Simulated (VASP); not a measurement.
# PtS2 in VASP: notebook

PtS2 is run at these levels: PBE+D3(BJ); tasks: single point.

All numbers are computed with VASP 6.6.1; they aren't measurements. Logs are shortened: lines on timing, memory, paths and dates and some standing lists are left out, and cuts for length are marked.

## (1) The cell of the first run

The cell holds a slab with vacuum, 6 atoms: a = 3.542 Å, b = 3.542 Å, c = 22.467 Å, α = 90.00°, β = 90.00°, γ = 120.00°.

## (2) Single point, PBE+D3(BJ) (layers slid over each other)

INCAR

```
PREC = Accurate ; ENCUT = 520
EDIFF = 1E-7 ; ISMEAR = 0
SIGMA = 0.05 ; LREAL = F
LASPH = T ; NELM = 100
ALGO = Normal ; ISIF = 2
LWAVE = F ; LCHARG = F
LDIPOL = T ; IDIPOL = 3
DIPOL = 0.5 0.5 0.387 ; GGA = PE
IVDW = 12 ; NBANDS = 31
```

KPOINTS

```
regular mesh
0
Gamma
  9 9 1
```

POSCAR

```
PtS2
1.0
    3.5415278079      0.0000000000      0.0000000000
   -1.7707639039      3.0670530498      0.0000000000
    0.0000000000      0.0000000000     22.4670615492
S Pt
4 2
Direct
    0.6666666667      0.3333333333      0.2002932155
    0.3333333333      0.6666666667      0.3108341854
    0.3333333333      1.0000000000      0.4639472212
    0.0000000000      1.3333333333      0.5744881911
    0.0000000000      0.0000000000      0.2555637004
   -0.3333333333      0.6666666667      0.5192177062
```

Potentials or basis: VASP PAW PBE potentials, release 64 (S, Pt).

On the command line:

```bash
$ cat potpaw_PBE.64/S/POTCAR potpaw_PBE.64/Pt/POTCAR > POTCAR
$ mpirun -np 1 vasp_std > vasp.out
```

OUTCAR:

```text
PREC = Accurate
   ENCUT = 520
   EDIFF = 1E-7
   ISMEAR = 0
   LREAL = F
   LASPH = T
   NELM = 100
   ISIF = 2
   GGA = PE
   IVDW = 12
 IVDW          = 12

 ion  position               nearest neighbor table
   1  0.667  0.333  0.200-   5 2.39   5 2.39   5 2.39
   2  0.333  0.667  0.311-   5 2.39   5 2.39   5 2.39
   3  0.333  0.000  0.464-   6 2.39   6 2.39   6 2.39
   4  0.000  0.333  0.574-   6 2.39   6 2.39   6 2.39
   5  0.000  0.000  0.256-   1 2.39   1 2.39   1 2.39   2 2.39   2 2.39   2 2.39
   6  0.667  0.667  0.519-   4 2.39   4 2.39   4 2.39   3 2.39   3 2.39   3 2.39

  LATTYP: Found a hexagonal cell.
 ALAT       =     3.5415278079
 C/A-ratio  =     6.3438896340

  Lattice vectors:

 A1 = (   3.5415278079,   0.0000000000,   0.0000000000)
 A2 = (  -1.7707639039,   3.0670530498,   0.0000000000)
 A3 = (   0.0000000000,   0.0000000000,  22.4670615492)

Analysis of symmetry for initial positions (statically):
=====================================================================
 Subroutine PRICEL returns:
 Original cell was already a primitive cell.

 Routine SETGRP: Setting up the symmetry group for a
 hexagonal supercell.

 Subroutine GETGRP returns: Found  2 space group operations
 (whereof  1 operations were pure point group operations)
 out of a pool of 24 trial point group operations.

The static configuration has the point symmetry C_1 .
 The point group associated with its full space group is S_2 .

Analysis of symmetry for dynamics (positions and initial velocities):
=====================================================================
 Subroutine PRICEL returns:
 Original cell was already a primitive cell.

 Routine SETGRP: Setting up the symmetry group for a
 hexagonal supercell.

 Subroutine GETGRP returns: Found  2 space group operations
 (whereof  1 operations were pure point group operations)
 out of a pool of 24 trial point group operations.

The dynamic configuration has the point symmetry C_1 .
 The point group associated with its full space group is S_2 .

 Subroutine INISYM returns: Found  2 space group operations
 (whereof  1 operations are pure point group operations),
 and found     1 'primitive' translations

----------------------------------------------------------------------------------------

                                     Primitive cell

  volume of cell :     244.0384

  direct lattice vectors                    reciprocal lattice vectors
     3.541527808  0.000000000  0.000000000     0.282364012  0.163022938  0.000000000
    -1.770763904  3.067053050  0.000000000     0.000000000  0.326045877  0.000000000
[... 106 lines left out ...]
   EMIN   =  10.00;   EMAX   =-10.00  energy-range for DOS
   EFERMI =   0.00;   METHOD = LEGACY
   ISMEAR =     0;   SIGMA  =   0.05  broadening in eV -4-tet -1-fermi 0-gaus
   EFERMI_NEDOS =   21; number of points for ismear=-14 and -15
   IALGO  =     38    algorithm
   IMIX   =      4    mixing-type and parameters
     AMIX     =   0.40;   BMIX     =  1.00
     AMIX_MAG =   1.60;   BMIX_MAG =  1.00
  volume/ion in A,a.u.               =      40.67       274.48
  Fermi-wavevector in a.u.,A,eV,Ry     =   0.924854  1.747720 11.637800  0.855354
  Thomas-Fermi vector in A             =   2.050645
   LORBIT       =      0    0 simple, 1 ext, 2 COOP (PROOUT), +10 PAW based schemes
   GGA     = PE    functional components
   LHFCALC =     F    Hartree Fock is set to
   AEXX    =    0.0000 exact exchange contribution
   IVDW    =    12    specifies the selected vdW correction
   LEPSILON=     F    determine dielectric tensor
   LRPA    =     F    only Hartree local field effects (RPA)
 non-spin polarized calculation
 Gauss-broadening in eV      SIGMA  =   0.05
  energy-cutoff  :      520.00
  volume of cell :      244.04
 maximum number of plane-waves:      6671
   NGX = 13   NGY = 13   NGZ = 83

 dipolmoment           0.000000      0.000000      0.000012 electrons x Angstroem

 number of electron      44.0000000 magnetization

 dipolmoment           0.000000      0.000000     -0.000000 electrons x Angstroem

 Free energy of the ion-electron system (eV)
  ---------------------------------------------------
  ext. energy  EPLUGINS =         0.00000000
  ---------------------------------------------------
  free energy    TOTEN  =       -30.89036336 eV

  energy without entropy =      -30.89036336  energy(sigma->0) =      -30.89036336

 E-fermi :  -0.3014     XC(G=0):  -5.4389

 val. band max:       -0.5796155663   @ k =  -0.2222   0.1111   0.0000
 cond. band min:       0.8404210991   @ k =   0.2222   0.0000   0.0000
 fundamental gap:      1.4200366654
 Fermi energy:        -0.3014309831

 k-point     1 :       0.0000    0.0000    0.0000
  band No.  band energies     occupation
      1     -14.9088      2.00000
      2     -14.8661      2.00000
      3     -12.7390      2.00000
      4     -12.6377      2.00000
      5      -6.3881      2.00000
      6      -6.3878      2.00000
[... 805 lines left out ...]
     30       6.9863      0.00000
     31       7.3656      0.00000

 [... further k-points ...]

------------------------ aborting loop because EDIFF is reached ----------------------------------------

 vacuum level on the upper side and lower side of the slab       (xc-potential included)        -0.116        -0.115

 Edisp (eV)   -1.89090

 E8    (eV) :    -0.7836

  FORCE on cell =-STRESS in cart. coord.  units (eV):
  Direction    XX          YY          ZZ          XY          YZ          ZX
  --------------------------------------------------------------------------------------
  -------------------------------------------------------------------------------------
  Total      -0.51770    -0.44216    -0.73786    -0.02277     0.12555    -0.07487
  in kB      -3.39886    -2.90288    -4.84426    -0.14947     0.82427    -0.49156
  external pressure =       -3.72 kB  Pullay stress =        0.00 kB

 VOLUME and BASIS-vectors are now :
 -----------------------------------------------------------------------------
  energy-cutoff  :      520.00
  volume of cell :      244.04
      direct lattice vectors                 reciprocal lattice vectors
     3.541527808  0.000000000  0.000000000     0.282364012  0.163022938  0.000000000
    -1.770763904  3.067053050  0.000000000     0.000000000  0.326045877  0.000000000
     0.000000000  0.000000000 22.467061549     0.000000000  0.000000000  0.044509603

 POSITION                                       TOTAL-FORCE (eV/Angst)
 -----------------------------------------------------------------------------------
      1.77076      1.02235      4.50000         0.004556     -0.014544      0.039463
     -0.00000      2.04470      6.98353         0.010553     -0.034943     -0.014709
      1.18051      0.00000     10.42353        -0.010553      0.034943      0.014709
     -0.59025      1.02235     12.90706        -0.004556      0.014544     -0.039463
      0.00000      0.00000      5.74177        -0.000000      0.019732      0.064734
      1.18051      2.04470     11.66530         0.000000     -0.019732     -0.064734
 -----------------------------------------------------------------------------------
    total drift:                                0.000003      0.000004     -0.000012

  FREE ENERGIE OF THE ION-ELECTRON SYSTEM (eV)
  ---------------------------------------------------
  free  energy   TOTEN  =       -32.7812626137 eV

  energy  without entropy=      -32.7812626137  energy(sigma->0) =      -32.78126261

 vacuum level on the upper side and lower side of the slab         5.394         5.394
```

OSZICAR:

```text
N       E                     dE             d eps       ncg     rms          rms(c)
DAV:   1     0.306338537795E+03    0.30634E+03   -0.17919E+04  2542   0.116E+03
DAV:   2    -0.482282047793E+01   -0.31116E+03   -0.29617E+03  3379   0.227E+02
DAV:   3    -0.328274794763E+02   -0.28005E+02   -0.27327E+02  3057   0.724E+01
[... 16 lines left out ...]
DAV:  20    -0.308903621661E+02   -0.67143E-06   -0.27973E-08  2134   0.813E-04    0.213E-04
DAV:  21    -0.308903624392E+02   -0.27313E-06   -0.50676E-09  2076   0.334E-04    0.177E-04
DAV:  22    -0.308903630534E+02   -0.61414E-06   -0.10485E-08  2072   0.272E-04    0.451E-04
DAV:  23    -0.308903633034E+02   -0.24997E-06   -0.45355E-09  2020   0.214E-04    0.341E-04
DAV:  24    -0.308903633575E+02   -0.54152E-07   -0.91036E-10  2069   0.119E-04
   1 F= -.32781263E+02 E0= -.32781263E+02  d E =-.306033E-16
```

It took 11 min on 1 thread of Intel Xeon Platinum 8259CL at 2.50GHz (Skylake/Cascade Lake), shared host; peak memory 0.51 GiB.

Results:

```
Free energy                : -32.7813 eV
Largest force              : 0.068 eV/Å
Band gap on the k mesh     : 1.42 eV (least direct gap 1.53 eV)
Dispersion energy per atom : -0.315 eV
```

Forces on the atoms (eV/Å):
```
S    0.005 -0.015  0.039
S    0.011 -0.035 -0.015
S   -0.011  0.035  0.015
S   -0.005  0.015 -0.039
Pt   0.000  0.020  0.065
Pt   0.000 -0.020 -0.065
```

Levels at points of the mesh, in eV from the valence-band top:
```csv
k point,band 19,band 20,band 21,band 22,band 23,band 24,band 25,band 26
"(0.00, 0.00, 0.00)",-0.52,-0.52,-0.50,-0.46,2.95,2.95,2.99,2.99
```

Caveat: the cell differs from its parent crystal (layers slid over each other); spin-orbit coupling is left out, which moves the levels of the heavy elements.

## (3) Single point, PBE+D3(BJ) (layers slid over each other)

INCAR

```
SYSTEM = PtS2
PREC     = Accurate       ! precision mode
ENCUT    = 520            ! plane-wave cutoff, eV
EDIFF    = 1E-6           ! SCF threshold, eV
ISMEAR   = 0              ! smearing method
SIGMA    = 0.05           ! smearing width, eV
LREAL    = .FALSE.        ! projectors in reciprocal space
LASPH    = .TRUE.         ! aspherical terms in the spheres
NELM     = 60             ! most SCF steps
ALGO     = Normal         ! electronic algorithm
ISIF     = 2              ! what is computed and relaxed
LWAVE    = .FALSE.        ! write WAVECAR
LCHARG   = .TRUE.         ! write CHGCAR
LDIPOL   = .TRUE.       
IDIPOL   = 3            
DIPOL    = 0.5 0.5 0.387
GGA      = PE             ! functional
IVDW     = 12             ! dispersion correction
LELF     = .TRUE.         ! ELF
LVHAR    = .TRUE.       
LVACPOTAV= .TRUE.       
NBANDS   = 31             ! bands
```

KPOINTS

```
regular mesh
0
G
  9 9 1
  0 0 0
```

POSCAR

```
PtS2
1.0
    3.5415278079      0.0000000000      0.0000000000
   -1.7707639039      3.0670530498      0.0000000000
    0.0000000000      0.0000000000     22.4670615492
S Pt
4 2
Direct
    0.6666666667      0.3333333333      0.2002932155
    0.3333333333      0.6666666667      0.3108341854
    0.3333333333      0.8333333333      0.4639472212
    0.0000000000      1.1666666667      0.5744881911
    0.0000000000      0.0000000000      0.2555637004
   -0.3333333333      0.5000000000      0.5192177062
```

Potentials or basis: VASP PAW PBE potentials, release 64 (S, Pt).

On the command line:

```bash
$ cat potpaw_PBE.64/S/POTCAR potpaw_PBE.64/Pt/POTCAR > POTCAR
$ mpirun -np 1 vasp_std > vasp.out
```

OUTCAR:

```text
SYSTEM = PtS2
   PREC = Accurate
   ENCUT = 520
   EDIFF = 1E-6
   ISMEAR = 0
   LREAL = .FALSE.
   LASPH = .TRUE.
   NELM = 60
   ISIF = 2
   GGA = PE
   IVDW = 12
 IVDW          = 12

 ion  position               nearest neighbor table
   1  0.667  0.333  0.200-   5 2.39   5 2.39   5 2.39
   2  0.333  0.667  0.311-   5 2.39   5 2.39   5 2.39
   3  0.333  0.833  0.464-   6 2.39   6 2.39   6 2.39
   4  0.000  0.167  0.574-   6 2.39   6 2.39   6 2.39
   5  0.000  0.000  0.256-   1 2.39   1 2.39   1 2.39   2 2.39   2 2.39   2 2.39
[... 1034 lines left out ...]
  -------------------------------------------------------------------------------------
  Total      -0.47481    -0.42057    -0.43270    -0.00308     0.13882    -0.08076
  in kB      -3.11727    -2.76116    -2.84082    -0.02021     0.91142    -0.53022
  external pressure =       -2.91 kB  Pullay stress =        0.00 kB

 VOLUME and BASIS-vectors are now :
 -----------------------------------------------------------------------------
  energy-cutoff  :      520.00
  volume of cell :      244.04
      direct lattice vectors                 reciprocal lattice vectors
     3.541527808  0.000000000  0.000000000     0.282364012  0.163022938  0.000000000
    -1.770763904  3.067053050  0.000000000     0.000000000  0.326045877  0.000000000
     0.000000000  0.000000000 22.467061549     0.000000000  0.000000000  0.044509603

 POSITION                                       TOTAL-FORCE (eV/Angst)
 -----------------------------------------------------------------------------------
      1.77076      1.02235      4.50000         0.006871     -0.014722      0.041368
     -0.00000      2.04470      6.98353         0.016983     -0.036284     -0.066406
     -0.29513      2.55588     10.42353        -0.016983      0.036284      0.066406
     -0.29513      0.51118     12.90706        -0.006871      0.014722     -0.041368
      0.00000      0.00000      5.74177        -0.006127      0.018684      0.041516
      1.47564      1.53353     11.66530         0.006127     -0.018684     -0.041516
 -----------------------------------------------------------------------------------
    total drift:                                0.000005      0.000001     -0.000139

  FREE ENERGIE OF THE ION-ELECTRON SYSTEM (eV)
  ---------------------------------------------------
  free  energy   TOTEN  =       -32.7583402370 eV

  energy  without entropy=      -32.7583402370  energy(sigma->0) =      -32.75834024

 vacuum level on the upper side and lower side of the slab         5.491         5.491
```

OSZICAR:

```text
N       E                     dE             d eps       ncg     rms          rms(c)
DAV:   1     0.306175227491E+03    0.30618E+03   -0.17930E+04  2542   0.116E+03
DAV:   2    -0.461455764079E+01   -0.31079E+03   -0.29605E+03  3375   0.228E+02
DAV:   3    -0.327870164636E+02   -0.28172E+02   -0.27513E+02  3105   0.723E+01
DAV:   4    -0.335907782433E+02   -0.80376E+00   -0.80221E+00  3463   0.134E+01
DAV:   5    -0.336069912087E+02   -0.16213E-01   -0.16208E-01  3214   0.194E+00    0.250E+01
DAV:   6    -0.313541025324E+02    0.22529E+01   -0.14044E+01  2780   0.281E+01    0.165E+01
DAV:   7    -0.309855181631E+02    0.36858E+00   -0.37064E+00  2661   0.157E+01    0.634E+00
DAV:   8    -0.308846516596E+02    0.10087E+00   -0.26743E-01  3088   0.363E+00    0.164E+00
DAV:   9    -0.308673521544E+02    0.17300E-01   -0.75185E-02  3053   0.202E+00    0.387E-01
DAV:  10    -0.308681516453E+02   -0.79949E-03   -0.75197E-03  3164   0.467E-01    0.399E-01
DAV:  11    -0.308683072892E+02   -0.15564E-03   -0.41558E-04  3368   0.131E-01    0.306E-01
DAV:  12    -0.308694816087E+02   -0.11743E-02   -0.36968E-03  3288   0.259E-01    0.696E-01
DAV:  13    -0.308687752208E+02    0.70639E-03   -0.78830E-04  2990   0.117E-01    0.387E-01
DAV:  14    -0.308686244028E+02    0.15082E-03   -0.19394E-04  3147   0.562E-02    0.252E-01
DAV:  15    -0.308685335811E+02    0.90822E-04   -0.15035E-04  3109   0.479E-02    0.112E-01
DAV:  16    -0.308685258179E+02    0.77632E-05   -0.12089E-05  3398   0.183E-02    0.786E-02
DAV:  17    -0.308685209297E+02    0.48883E-05   -0.10883E-05  3034   0.134E-02    0.384E-02
DAV:  18    -0.308685212537E+02   -0.32401E-06   -0.89198E-06  3149   0.114E-02
   1 F= -.32758340E+02 E0= -.32758340E+02  d E =-.126764E-15
```

It took 11 min on 1 thread of Intel Xeon Platinum 8259CL at 2.50GHz (Skylake/Cascade Lake), shared host; peak memory 0.51 GiB.

Results:

* Free energy: -32.7583 eV
* Largest force: 0.078 eV/Å
* Band gap on the k mesh: 1.36 eV (least direct gap 1.48 eV)
* Dispersion energy per atom: -0.315 eV

Forces in eV/Å, atoms in the order of the input:
```
S    0.007 -0.015  0.041
S    0.017 -0.036 -0.066
S   -0.017  0.036  0.066
S   -0.007  0.015 -0.041
Pt  -0.006  0.019  0.042
Pt   0.006 -0.019 -0.042
```

Caveat: the cell differs from its parent crystal (layers slid over each other); spin-orbit coupling is left out, which moves the levels of the heavy elements.

## (4) Single point, PBE+D3(BJ) (layers slid over each other)

INCAR

```
PREC = Accurate
ENCUT = 520
EDIFF = 1E-6
ISMEAR = 0
SIGMA = 0.05
LREAL = False
LASPH = True
NELM = 60
ALGO = Normal
ISIF = 2
LWAVE = False
LCHARG = True
LDIPOL = True
IDIPOL = 3
DIPOL = 0.5 0.5 0.387
GGA = PE
IVDW = 12
LELF = True
LVHAR = True
LVACPOTAV = True
NBANDS = 31
```

KPOINTS

```
Automatic mesh
0
Gamma
  9 9 1
```

POSCAR

```
PtS2
1.0
    3.5415278079      0.0000000000      0.0000000000
   -1.7707639039      3.0670530498      0.0000000000
    0.0000000000      0.0000000000     22.4670615492
S Pt
4 2
Direct
    0.6666666667      0.3333333333      0.2002932155
    0.3333333333      0.6666666667      0.3108341854
    0.5000000000      1.3333333333      0.4639472212
    0.1666666667      1.6666666667      0.5744881911
    0.0000000000      0.0000000000      0.2555637004
   -0.1666666667      1.0000000000      0.5192177062
```

On the command line:

```bash
$ cat potpaw_PBE.64/S/POTCAR potpaw_PBE.64/Pt/POTCAR > POTCAR
$ mpirun -np 1 vasp_std > vasp.out
```

Wall time 13 min (1 thread of Intel Xeon Platinum 8259CL at 2.50GHz (Skylake/Cascade Lake), shared host); peak memory 0.5 GiB.

The run converged. Its results:

- Free energy: -32.7924 eV
- Largest force: 0.082 eV/Å
- Band gap on the k mesh: 1.46 eV (least direct gap 1.57 eV)
- Dispersion energy per atom: -0.315 eV

Forces in eV/Å, atoms in the order of the input:
```
S   -0.009  0.004  0.038
S   -0.022  0.009  0.007
S    0.022 -0.009 -0.007
S    0.009 -0.004 -0.038
Pt   0.016 -0.004  0.081
Pt  -0.016  0.004 -0.081
```

Levels at points of the mesh, in eV from the valence-band top:
```
           k point  band 18  band 19  band 20  band 21  band 22  band 23  band 24  band 25  band 26  band 27
(0.00, 0.00, 0.00)    -0.50    -0.50    -0.49    -0.48    -0.46     2.96     2.99     2.99     3.03     5.23
```

Caveat: the cell differs from its parent crystal (layers slid over each other); spin-orbit coupling is left out, which moves the levels of the heavy elements.

## (5) Summary

```tsv
cell	gap on the mesh (eV)	largest force (eV/Å)
as given, atomic positions A	1.42	0.07
as given, atomic positions B	1.36	0.08
as given, atomic positions C	1.46	0.08
```

Alike in all rows: task single point; level PBE+D3(BJ); potentials or basis VASP PAW PBE potentials, release 64 (S, Pt); no spin polarisation; k mesh 9 × 9 × 1; cutoff (eV) 520; smearing gaussian 0.05 eV.

Caveats: spin-orbit coupling is left out, which moves the levels of the heavy elements.

Absolute energies hang on the potentials; compare differences alone.
